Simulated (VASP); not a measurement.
**SnSe2: single point with PBE**

SnSe2:

```
Sn Se
1.0
     3.73320    0.00000    0.00000
    -1.86660    3.23305    0.00000
     0.00000    0.00000    6.01074
Sn Se
1 2
Direct
  0.00000 0.00000 0.00000
  0.33333 0.66667 0.24900
  0.66667 0.33333 0.75100
```

```yaml
Program: VASP 6.6.1
Task: single point
Functional: PBE
Potentials_or_basis: VASP PAW PBE potentials, release 64 (Sn_d, Se)
Cutoff: 520 eV
k_mesh: 6 × 6 × 4
Occupations: gaussian, width 0.01 eV
Spin: no spin polarisation
```

The pressure is 11.5 GPa, the largest force is 1.486 eV/Å and the band gap on the k mesh is 0.86 eV, indirect (least direct gap 1.39 eV).

Forces on the atoms (eV/Å):
```
Sn   0.000  0.000  0.000
Se   0.000  0.000  1.486
Se   0.000  0.000 -1.486
```

Stress tensor (GPa, compression positive):
```
11.14  0.00  0.00
 0.00 11.14  0.00
 0.00  0.00 12.26
```

Levels at points of the mesh, in eV from the valence-band top:
```tsv
k point	band 11	band 12	band 13	band 14	band 15	band 16
(0.00, 0.00, 0.00)	-0.44	-0.44	0.00	1.39	2.96	4.74
(0.50, 0.00, 0.00)	-2.94	-1.35	-0.35	1.20	3.83	5.38
(0.00, 0.00, 0.50)	-0.88	-0.28	-0.28	2.74	2.99	4.43
(0.50, 0.00, 0.50)	-2.13	-0.95	-0.78	0.96	4.26	4.82
```

It took 17 s on 1 thread of AMD EPYC 9R45 96-Core Processor (Zen 5), on a shared host, peak memory 0.17 GiB.

Caveat: spin-orbit coupling is left out, which moves the levels of the heavy elements; this functional lacks dispersion, which binds the layers, so the pressure and a relaxed spacing across them are unreliable; forces of over 1 eV/Å act on the atoms, so gaps and moduli don't describe the material at rest. A k mesh can miss the band edges.
